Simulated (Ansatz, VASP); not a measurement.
One calculation of C, two programs

Contents of INCAR:

```
AGGAC = 1.0
AGGAX = 1.0
ALDAC = 0.0
ALDAX = 1.0
ALGO = Normal
EDIFF = 1E-7
ENCUT = 520
GGA = B5
ISIF = 2
ISMEAR = -1
LASPH = True
LCHARG = False
LREAL = False
LWAVE = False
NBANDS = 11
NELM = 80
PREC = Accurate
SIGMA = 0.05
```

KPOINTS

```
k-points
0
Gamma
  13 13 13
```

Contents of POSCAR:

```
C
1.0
    0.0000000000      1.8183469191      1.8183469191
    1.8183469191      0.0000000000      1.8183469191
    1.8183469191      1.8183469191      0.0000000000
C
2
Direct
    0.7500000000      0.7500000000      0.7500000000
    0.5000000000      0.5000000000      0.5000000000
```

The input input.yaml:

```yaml
crystal:
  lattice:
    - [0.0, 1.8183469191, 1.8183469191]
    - [1.8183469191, 0.0, 1.8183469191]
    - [1.8183469191, 1.8183469191, 0.0]
  atoms:
    - { symbol: C, position: [0.75, 0.75, 0.75] }
    - { symbol: C, position: [0.5, 0.5, 0.5] }
hamiltonian:
  xc: blyp
  pseudopotentials: { kind: paw }
kpoints:
  mp_grid: { grid: [13, 13, 13] }
scf:
  occupations: { method: fermi_dirac, width: 0.05 }
output:
  forces: true
  stress: true
  eigenvalues: true
```

Alike in both runs: task single point; functional BLYP; k mesh 13 × 13 × 13; occupations fermi-dirac, width 0.05 eV; no spin polarisation.

|  | VASP | Ansatz |
| --- | --- | --- |
| version | VASP 6.6.1 | Ansatz 0.2.0 |
| potentials or method | VASP PAW PBE potentials, release 64 (C) | Ansatz PAW |
| plane-wave cutoff (eV) | 520 | 420 |
| valence electrons in the cell | 8 | 8 |

Ansatz gave:

```
gap on the k mesh at the Fermi level (eV) : 4.33
least direct gap on the mesh (eV)         : 5.57
pressure (GPa)                            : -12.4
```

**Question.** Estimate VASP's values.

**Answer.** gap on the k mesh at the Fermi level (eV): 4.33; least direct gap on the mesh (eV): 5.57; pressure (GPa): -11.9.

VASP's potentials were made for PBE, not for BLYP. With one functional, cell and mesh, what is left measures potentials, basis and numerics.

Noted on Ansatz's run: Pulay correction over one GPa; odd divisions of the mesh miss points on the zone boundary, where band edges often lie, so the gap on the mesh can be too wide.
